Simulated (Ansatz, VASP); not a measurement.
## B: VASP beside Ansatz

```
CELL_PARAMETERS angstrom
-0.80972 1.47076 1.47243
0.80972 -1.47076 1.47243
0.80972 1.47076 -1.47243
ATOMIC_POSITIONS crystal
B 0.00000 0.00000 0.00000
```

Alike in both runs: functional PBE; k mesh 10 × 10 × 10; occupations gaussian, width 0.1 eV; no spin polarisation.

Ansatz relaxed the structure, and its values are those at the end. VASP's run is a single point on that final structure, the one shown.

```csv
,VASP,Ansatz
version,VASP 6.6.1,Ansatz 0.2.0
potentials or method,"VASP PAW PBE potentials, release 64 (B), cutoff 520 eV","scalar-relativistic, plane waves, PAW"
valence electrons in the cell,3,3
```

Ansatz gave:

```
gap on the k mesh at the Fermi level (eV) : none
pressure (GPa)                            : -0.2
```

Task: Estimate VASP's values.

Result: gap on the k mesh at the Fermi level (eV): none; pressure (GPa): -0.3.

A gap of «none» marks a metal or a gap that the smearing closes. With one functional, cell and mesh, what is left measures potentials, basis and numerics.

The k mesh is coarse, so the values compare programs but aren't converged.
